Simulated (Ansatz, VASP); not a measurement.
# BN in VASP and in Ansatz

```xyz
4
Lattice="2.5185 0.0000 0.0000 -1.2593 2.1811 0.0000 0.0000 0.0000 4.2125" Properties=species:S:1:pos:R:3 pbc="T T T"
B     0.0000    1.4541    0.0012
B     1.2593    0.7270    2.1074
N     0.0000    1.4541    1.5785
N     1.2593    0.7270    3.6847
```

Change from the starting cell: epitaxial_xy strain -1.0%.

Alike in both runs: task single point; functional PBE; k mesh 12 × 12 × 6; occupations fermi-dirac, width 0.02 eV; no spin polarisation.

```csv
,VASP,Ansatz
version,VASP 6.6.1,Ansatz 0.2.0
potentials or method,"VASP PAW PBE potentials, release 64 (B, N)","plane waves, PAW"
plane-wave cutoff (eV),520,420
valence electrons in the cell,16,16
```

Ansatz gave:

- gap on the k mesh at the Fermi level (eV): 5.12
- pressure (GPa): 12.3
- traceless stress, the component that is largest in VASP (GPa): -7.57
- rms of the force components (eV/Å): 0.014

Question: Which values does VASP return?

Answer: gap on the k mesh at the Fermi level (eV): 5.11; pressure (GPa): 12.7; traceless stress, the component that is largest in VASP (GPa): -7.66; rms of the force components (eV/Å): 0.016.

Atom by atom the forces differ by 0.003 eV/Å (rms over components). With one functional, cell and mesh, what is left measures potentials, basis and numerics.
